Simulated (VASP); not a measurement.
A run of VASP 6.6.1 is set up as follows.

INCAR

```
SYSTEM = SiC
ALGO = Normal ; EDIFF = 1E-6
EDIFFG = -0.005 ; ENCUT = 600
GGA = PS ; IBRION = 2
ISIF = 3 ; ISMEAR = 0
LASPH = .TRUE. ; LCHARG = .FALSE.
LREAL = .FALSE. ; LWAVE = .FALSE.
NELM = 80 ; NSW = 100
PREC = Accurate ; SIGMA = 0.02
```

The input KPOINTS:

```
k-points
0
G
  10 10 10
  0 0 0
```

The input POSCAR:

```
SiC
1.0
    0.0000000000      2.1790000000      2.1790000000
    2.1790000000      0.0000000000      2.1790000000
    2.1790000000      2.1790000000      0.0000000000
Si C
1 1
Direct
    0.0000000000      0.0000000000      0.0000000000
    0.2500000000      0.2500000000      0.2500000000
```

Potentials or basis: VASP PAW PBE potentials, release 64 (Si, C).

Launch:

```bash
$ cat potpaw_PBE.64/Si/POTCAR potpaw_PBE.64/C/POTCAR > POTCAR
$ mpirun -np 1 vasp_std > vasp.out
```

Task: Estimate the band gap on the k mesh.

Result: 1.23 eV, indirect (least direct gap 4.44 eV).

Final structure:
```
Si C
1.0
     0.00000    2.17900    2.17900
     2.17900    0.00000    2.17900
     2.17900    2.17900    0.00000
Si C
1 1
Direct
  0.00000 0.00000 0.00000
  0.25000 0.25000 0.25000
```

Caveat: the relaxation stopped at its first step, so nothing moved. A k mesh can miss the band edges.
